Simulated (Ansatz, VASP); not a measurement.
One calculation of Au, two programs

```xyz
1
Lattice="-1.7070 1.7070 1.6573 1.7070 -1.7070 1.6573 1.7070 1.7070 -1.6573" Properties=species:S:1:pos:R:3 pbc="T T T"
Au    0.0000    0.0000    0.0000
```

Change from the starting cell: strain +0.030 along x and y, +0.000 along z, atoms carried along.

Alike in both runs: task single point; functional LDA; k mesh 20 × 20 × 20; occupations gaussian, width 0.15 eV; no spin polarisation.

|  | VASP | Ansatz |
| --- | --- | --- |
| version | VASP 6.6.1 | Ansatz 0.2.0 |
| potentials or method | VASP PAW LDA potentials, release 64 (Au), cutoff 500 eV | scalar-relativistic, plane waves, PAW |
| valence electrons in the cell | 11 | 19 |

Ansatz gave:

```
gap on the k mesh at the Fermi level (eV)                     : none
pressure (GPa)                                                : -18.7
traceless stress, the component that is largest in VASP (GPa) : -0.19
```

Q: Estimate VASP's values.

A: gap on the k mesh at the Fermi level (eV): none; pressure (GPa): -18.4; traceless stress, the component that is largest in VASP (GPa): -0.19.

LDA's correlation is that of Perdew and Zunger in VASP and of Perdew and Wang (1992) in Ansatz. A gap of «none» marks a metal or a gap that the smearing closes. VASP's potentials hold 11 valence electrons a cell and Ansatz's 19, so a difference there can come from the potentials and not from the codes.

Spin-orbit coupling is off throughout.
